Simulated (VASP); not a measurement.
Input of a VASP 6.6.1 run:

Contents of INCAR:

```
SYSTEM = Sn8O16F
PREC = Accurate
ENCUT = 520
EDIFF = 1E-6
ISMEAR = -1
SIGMA = 0.01
LREAL = Auto
LASPH = .True.
NELM = 80
ALGO = Normal
ISIF = 2
LWAVE = .False.
LCHARG = .False.
GGA = PE
NELECT = 216.0
NBANDS = 126
```

The input KPOINTS:

```
Automatic mesh
0
Gamma
  2 2 2
  0.5 0.5 0.5
```

The input POSCAR:

```
Sn8O16F
1.0
    4.8274600300      4.8274600300      0.0000000000
   -4.8274600300      4.8274600300      0.0000000000
    0.0000000000      0.0000000000      6.4759066800
Sn O F
8 16 1
Direct
    0.0024824700      0.5083800800      0.2482828500
    0.5075679300     -0.0131942900      0.2483038800
    0.0210564400      0.0142614500     -0.0000541400
    0.4892258700      0.4877281300      0.0000526400
    0.0020552500      0.5077043000      0.7527446000
    0.5073296500     -0.0128482800      0.7531613800
   -0.0012617600      0.0055415500      0.5002071500
    0.5096456900      0.4887217200      0.5002503300
   -0.0008434500      0.8174392000      0.2527710800
    0.5177054000      0.2958232000      0.2535888400
   -0.0203819100      0.2009285400      0.2591443600
    0.5117868400      0.6788821000      0.2545017900
    0.3252679300     -0.0777094900      0.0012790400
    0.8056423800      0.5002310800      0.0005768800
    0.1880692000      0.5733216800      0.0005276000
    0.7044204200     -0.0039064500      0.0006374400
   -0.0007291700      0.8169334500      0.7477709800
    0.5186442500      0.2960718400      0.7465613400
   -0.0255167700      0.2005901500      0.7403915700
    0.5120974700      0.6789698100      0.7461395500
    0.3090272400     -0.0002527600      0.5009366100
    0.8145565200      0.5136460000      0.5002119900
    0.1997996400      0.4967371700      0.5006906200
    0.6924674600     -0.0155594800      0.5002800500
    0.2374234000      0.2446653100     -0.0047082300
```

Potentials or basis: VASP PAW PBE potentials, release 64 (Sn_d, O, F).

Launch:

```bash
$ cat potpaw_PBE.64/Sn_d/POTCAR potpaw_PBE.64/O/POTCAR potpaw_PBE.64/F/POTCAR > POTCAR
$ mpirun -np 1 vasp_std > vasp.out
```

(1) Predict the largest force.

Results:

(1) 0.067 eV/Å.

Caveat: the cell carries a net charge on a neutralising background, which shifts energy and pressure.
